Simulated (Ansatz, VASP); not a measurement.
## One calculation of SnO2, two programs

```
CELL_PARAMETERS angstrom
5.11772 0.00000 0.00000
0.00000 4.53674 0.00000
0.00000 0.00000 3.06467
ATOMIC_POSITIONS crystal
Sn 0.50000 0.50000 0.50000
Sn 0.00000 0.00000 0.00000
O 0.32192 0.28474 0.00000
O 0.82192 0.21526 0.50000
O 0.17808 0.78474 0.50000
O 0.67808 0.71526 0.00000
```

Change from the starting cell: volume 11.859 Å^3 an atom, stretch along a over the lengths across it, relative to the relaxed cell 1.1282.

Alike in both runs: functional LDA; k mesh 6 × 6 × 10; occupations gaussian, width 0.05 eV; no spin polarisation.

Ansatz relaxed the structure, and its values are those at the end. VASP's run is a single point on that final structure, the one shown.

|  | VASP | Ansatz |
| --- | --- | --- |
| version | VASP 6.6.1 | Ansatz 0.2.0 |
| potentials or method | VASP PAW LDA potentials, release 64 (Sn_d, O), cutoff 520 eV | scalar-relativistic, plane waves, PAW |
| valence electrons in the cell | 52 | 52 |

VASP gave:

- gap on the k mesh at the Fermi level (eV): 1.52
- least direct gap on the mesh (eV): 1.52
- pressure (GPa): 2.1
- rms of the force components (eV/Å): 0.021

**Question.** Estimate Ansatz's values.

**Answer.** gap on the k mesh at the Fermi level (eV): 1.50; least direct gap on the mesh (eV): 1.50; pressure (GPa): 1.1; rms of the force components (eV/Å): 0.001.

LDA's correlation is that of Perdew and Zunger in VASP and of Perdew and Wang (1992) in Ansatz. Ansatz's warnings: stress scf threshold loose.
